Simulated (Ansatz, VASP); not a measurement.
## Ti: VASP beside Ansatz

INCAR

```
SYSTEM = Ti
PREC = Accurate
ENCUT = 520
EDIFF = 1E-8
ISMEAR = -1
SIGMA = 0.15
LREAL = .FALSE.
LASPH = .TRUE.
NELM = 100
ALGO = Fast
ISIF = 2
LWAVE = .FALSE.
LCHARG = .FALSE.
GGA = PE
LEFG = .TRUE.
NBANDS = 19
```

File KPOINTS:

```
Automatic mesh
0
G
  18 18 10
  0 0 0
```

Contents of POSCAR:

```
Ti
1.0
    2.9405230253      0.0000000000      0.0000000000
   -1.4702615126      2.5465676403      0.0000000000
    0.0000000000      0.0000000000      4.6640088588
Ti
2
Direct
    0.3333333333      0.6666666667      0.2500000000
    0.6666666667      0.3333333333      0.7500000000
```

Input for Ansatz:

```yaml
crystal:
  lattice:
    - [2.9405230253, 0.0, 0.0]
    - [-1.4702615126, 2.5465676403, 0.0]
    - [0.0, 0.0, 4.6640088588]
  atoms:
    - { symbol: Ti, position: [0.3333333333, 0.6666666667, 0.25] }
    - { symbol: Ti, position: [0.6666666667, 0.3333333333, 0.75] }
basis:
  ecutwfc: 420
kpoints:
  mp_grid: { grid: [18, 18, 10] }
hamiltonian:
  xc: pbe
scf:
  occupations: { method: fermi_dirac, width: 0.15 }
output:
  forces: true
  stress: true
  eigenvalues: true
  efg: {}
checkpoint:
  read: start.run
  write: ck
  compress: false
  write_wavefunctions: false
  write_every: 100000
```

Alike in both runs: task electric field gradients; functional PBE; k mesh 18 × 18 × 10; occupations fermi-dirac, width 0.15 eV; no spin polarisation.

|  | VASP | Ansatz |
| --- | --- | --- |
| version | VASP 6.6.1 | Ansatz 0.2.0 |
| potentials or method | VASP PAW PBE potentials, release 64 (Ti_sv), cutoff 520 eV | scalar-relativistic, plane waves, PAW |
| valence electrons in the cell | 24 | 24 |

```tsv
	VASP	Ansatz	Ansatz less VASP
gap on the k mesh at the Fermi level (eV)	none	none	-
pressure (GPa)	-0.2	0.0	+0.23
size of Vzz on the site where it differs most (V/Å²)	16.3	17.8	+1.57
```

A gap of «none» marks a metal or a gap that the smearing closes.
